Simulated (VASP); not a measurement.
TiO2, 6 atoms in the cell. It takes space group P4_2/mnm (No. 136, tetragonal). The conventional cell has a = 4.752 Å, b = 4.752 Å, c = 2.727 Å, α = 90.00°, β = 90.00°, γ = 90.00°. Ti (site symmetry mmm) has 6 O at 1.89 to 2.05 Å within 2.5 Å. Within 2.5 Å of O (site symmetry m2m) lie 3 Ti at 1.89 to 2.05 Å. 

| Property | Result |
| --- | --- |
| Program | VASP 6.6.1 |
| Task | single point |
| Functional | PBE |
| Potentials or basis | VASP PAW PBE potentials, release 64 (Ti_sv, O_h) |
| Cutoff | 910 eV |
| k mesh | 6 × 6 × 10 |
| Occupations | gaussian, width 0.05 eV |
| Spin | no spin polarisation |
| Dipole correction | no |
| Second run | hard_potentials |
| Further INCAR settings | ALGO = Normal; EDIFF = 1e-06; NBANDS = 33 |

Potentials or basis: VASP PAW PBE potentials, release 64 (Ti_sv, O_h).

Run with:

```console
$ cat potpaw_PBE.64/Ti_sv/POTCAR potpaw_PBE.64/O_h/POTCAR > POTCAR
$ mpirun -np 1 vasp_std > vasp.out
```

Hardware: 1 thread of Intel(R) Xeon(R) 6975P-C (Granite Rapids) (shared host).

Estimate the wall time of this run.

Run time: 120 s on 1 thread of Intel(R) Xeon(R) 6975P-C (Granite Rapids), on a shared host, peak memory 0.38 GiB. Counts: scf iterations 16, k points 60.
